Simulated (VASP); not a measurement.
Here is a VASP 6.6.1 calculation.

INCAR

```
PREC = Accurate ; ENCUT = 520
EDIFF = 1E-6 ; ISMEAR = -1
SIGMA = 0.05 ; LREAL = False
LASPH = True ; NELM = 60
ALGO = Normal ; ISIF = 2
LWAVE = False ; LCHARG = False
GGA = CA ; NBANDS = 28
```

The input KPOINTS:

```
regular mesh
0
Gamma
  8 8 8
```

Contents of POSCAR:

```
BaTiO3
1.0
    4.0073000000     -0.0601095000     -0.0601095000
   -0.0601095000      4.0073000000     -0.0601095000
   -0.0601095000     -0.0601095000      4.0073000000
Ba Ti O
1 1 3
Direct
    0.5000000000      0.5000000000      0.5000000000
    0.0000000000      0.0000000000      0.0000000000
    0.5000000000      0.0000000000      0.0000000000
    0.0000000000      0.5000000000      0.0000000000
    0.0000000000      0.0000000000      0.5000000000
```

Potentials or basis: VASP PAW LDA potentials, release 64 (Ba_sv, Ti_sv, O).

Command:

```sh
$ cat potpaw_LDA.64/Ba_sv/POTCAR potpaw_LDA.64/Ti_sv/POTCAR potpaw_LDA.64/O/POTCAR > POTCAR
$ mpirun -np 1 vasp_std > vasp.out
```

Task: What does it give for the band gap on the k mesh?

Result: 1.48 eV, indirect (least direct gap 1.51 eV).

Task: What does it give for the pressure?

Result: -7.2 GPa.

Stress tensor (GPa, compression positive):
```
-7.19  3.74  3.74
 3.74 -7.19  3.74
 3.74  3.74 -7.19
```

Caveat: the cell differs from its parent crystal (equal xy, yz and zx shear strains of -3 %); spin-orbit coupling is left out, which moves the levels of the heavy elements. A k mesh can miss the band edges.
